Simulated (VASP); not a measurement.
# TiO2 (P4_2/mnm) in VASP: a series of runs, part 2 of 2

VASP 6.6.1.

### Step 3. Electric field gradients, LDA (equal xx and yy strain of +2 %)

File INCAR:

```
SYSTEM = TiO2
  PREC = Accurate
  ENCUT = 520
  EDIFF = 1E-8
  ISMEAR = -1
  SIGMA = 0.05
  LREAL = .FALSE.
  LASPH = .TRUE.
  NELM = 60
  ALGO = Normal
  ISIF = 2
  LWAVE = .FALSE.
  LCHARG = .FALSE.
  LEFG = .TRUE.
  NBANDS = 33
```

File KPOINTS:

```
Automatic mesh
0
G
  7 7 10
  0 0 0
```

File POSCAR:

```
TiO2
1.0
    4.6858800000      0.0000000000      0.0000000000
    0.0000000000      4.6858800000      0.0000000000
    0.0000000000      0.0000000000      2.9590000000
Ti O
2 4
Direct
    0.0000000000      0.0000000000      0.0000000000
    0.5000000000      0.5000000000      0.5000000000
    0.3060000000      0.3060000000      0.0000000000
    0.1940000000      0.8060000000      0.5000000000
    0.6940000000      0.6940000000      0.0000000000
    0.8060000000      0.1940000000      0.5000000000
```

Potentials or basis: VASP PAW LDA potentials, release 64 (Ti_sv, O).

The run is started by

```console
cat potpaw_LDA.64/Ti_sv/POTCAR potpaw_LDA.64/O/POTCAR > POTCAR
mpirun -np 1 vasp_std > vasp.out
```

OUTCAR:

```text
SYSTEM = TiO2
   PREC = Accurate
   ENCUT = 520
   EDIFF = 1E-8
   ISMEAR = -1
   LREAL = .FALSE.
   LASPH = .TRUE.
   NELM = 60
   ISIF = 2

 ion  position               nearest neighbor table
   1  0.000  0.000  0.000-   4 1.96   6 1.96   4 1.96   6 1.96   5 2.03   3 2.03
   2  0.500  0.500  0.500-   3 1.96   5 1.96   3 1.96   5 1.96   4 2.03   6 2.03
   3  0.306  0.306  0.000-   2 1.96   2 1.96   1 2.03
   4  0.194  0.806  0.500-   1 1.96   1 1.96   2 2.03
   5  0.694  0.694  0.000-   2 1.96   2 1.96   1 2.03
   6  0.806  0.194  0.500-   1 1.96   1 1.96   2 2.03

  LATTYP: Found a simple tetragonal cell.
 ALAT       =     4.6858800000
 C/A-ratio  =     0.6314715699

  Lattice vectors:

 A1 = (   4.6858800000,   0.0000000000,   0.0000000000)
 A2 = (   0.0000000000,   4.6858800000,   0.0000000000)
 A3 = (   0.0000000000,   0.0000000000,   2.9590000000)

Analysis of symmetry for initial positions (statically):
=====================================================================
 Subroutine PRICEL returns:
 Original cell was already a primitive cell.

[... 1080 lines left out ...]
    total drift:                               -0.000000      0.000000      0.000000

  FREE ENERGIE OF THE ION-ELECTRON SYSTEM (eV)
  ---------------------------------------------------
  free  energy   TOTEN  =       -58.5810847224 eV

  energy  without entropy=      -58.5810847211  energy(sigma->0) =      -58.58108472

 Electric field gradients (V/A^2)
---------------------------------------------------------------------
 ion       V_xx      V_yy      V_zz      V_xy      V_xz      V_yz
---------------------------------------------------------------------
   1      13.425    13.425   -26.851    17.710     0.000     0.000
   2      13.425    13.425   -26.851   -17.710     0.000     0.000
   3       2.728     2.728    -5.456    20.165     0.000     0.000
   4       2.728     2.728    -5.456   -20.165    -0.000     0.000
   5       2.728     2.728    -5.456    20.165    -0.000     0.000
   6       2.728     2.728    -5.456   -20.165     0.000    -0.000
---------------------------------------------------------------------

 Electric field gradients after diagonalization (V/A^2)
 (convention: |V_zz| > |V_xx| > |V_yy|)
----------------------------------------------------------------------
 ion       V_xx      V_yy      V_zz     asymmetry (V_yy - V_xx)/ V_zz
----------------------------------------------------------------------
   1     -26.851    -4.284    31.135       0.725
   2     -26.851    -4.284    31.135       0.725
   3     -17.437    -5.456    22.893       0.523
   4     -17.437    -5.456    22.893       0.523
   5     -17.437    -5.456    22.893       0.523
   6     -17.437    -5.456    22.893       0.523
----------------------------------------------------------------------

           NMR quadrupolar parameters

 Cq : quadrupolar parameter    Cq=e*Q*V_zz/h
 eta: asymmetry parameters     (V_yy - V_xx)/ V_zz
 Q  : nuclear electric quadrupole moment in mb (millibarn)
----------------------------------------------------------------------
 ion       Cq(MHz)       eta       Q (mb)
----------------------------------------------------------------------
   1       0.075       0.725       1.000
   2       0.075       0.725       1.000
   3       0.055       0.523       1.000
   4       0.055       0.523       1.000
   5       0.055       0.523       1.000
   6       0.055       0.523       1.000
----------------------------------------------------------------------
```

Wall time 79 s (1 thread of Intel Xeon Platinum 8559C (Emerald Rapids), shared host); peak memory 0.22 GiB.

Results:

- Free energy: -58.5811 eV
- Pressure: -14.3 GPa
- Largest force: 0.100 eV/Å
- Band gap on the k mesh: 1.78 eV
- Largest electric field gradient by atom: Ti +31.1; O +22.9 V/Å²

Forces on the atoms (eV/Å):
```
Ti   0.000  0.000  0.000
Ti   0.000  0.000  0.000
O    0.071  0.071  0.000
O   -0.071  0.071  0.000
O   -0.071 -0.071  0.000
O    0.071 -0.071  0.000
```

Levels at points of the mesh, in eV from the valence-band top:
| k point | band 22 | band 23 | band 24 | band 25 | band 26 | band 27 |
| --- | --- | --- | --- | --- | --- | --- |
| (0.00, 0.00, 0.00) | -0.40 | -0.40 | 0.00 | 1.78 | 2.04 | 2.39 |
| (0.00, 0.00, 0.50) | -2.16 | -1.39 | -1.39 | 2.80 | 2.80 | 3.14 |

Electric field gradients, principal values (V/Å²):
| atom | least | middle | greatest (by size) |
| --- | --- | --- | --- |
| 1 Ti | -4.284 | -26.851 | 31.135 |
| 2 Ti | -4.284 | -26.851 | 31.135 |
| 3 O | -5.456 | -17.437 | 22.893 |
| 4 O | -5.456 | -17.437 | 22.893 |
| 5 O | -5.456 | -17.437 | 22.893 |
| 6 O | -5.456 | -17.437 | 22.893 |

Caveat: the cell differs from its parent crystal (equal xx and yy strain of +2 %); the cell stands under tension; without QUAD_EFG the Cq values of the log hold for a quadrupole moment of 1 mb, not for the nuclei.
